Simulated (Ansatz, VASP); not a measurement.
One calculation of MgI2, two programs

```
Mg I
1.0
    -0.06610    3.68962    3.68962
     3.68962   -0.06610    3.68962
     3.68962    3.68962   -0.06610
Mg I
1 2
Direct
  0.00000 0.00000 0.00000
  0.24937 0.24937 0.24937
  0.75063 0.75063 0.75063
```

Change from the starting cell: shear_111 strain -2.6%.

Alike in both runs: task single point; functional HSE06; k mesh 4 × 4 × 4; no spin polarisation.

```csv
,VASP,Ansatz
version,VASP 6.6.1,Ansatz 0.2.0
potentials or method,"VASP PAW PBE potentials, release 64 (Mg, I)","plane waves, PAW"
plane-wave cutoff (eV),520,420
occupations,"gaussian, width 0.01 eV",fixed
valence electrons in the cell,16,44
```

```csv
,VASP,Ansatz,Ansatz less VASP
gap on the k mesh at the Fermi level (eV),1.44,1.50,+0.061
pressure (GPa),0.3,0.4,+0.13
"traceless stress, the component that is largest in VASP (GPa)",-0.33,-0.32,+0.007
rms of the force components (eV/Å),0.007,0.005,-0.0013
```

Atom by atom the forces differ by 0.001 eV/Å (rms over components). VASP's potentials hold 16 valence electrons a cell and Ansatz's 44, so a difference there can come from the potentials and not from the codes. Ansatz's warnings: stress exchange threshold loose, stress scf threshold loose.

Neither program's run includes spin-orbit coupling.
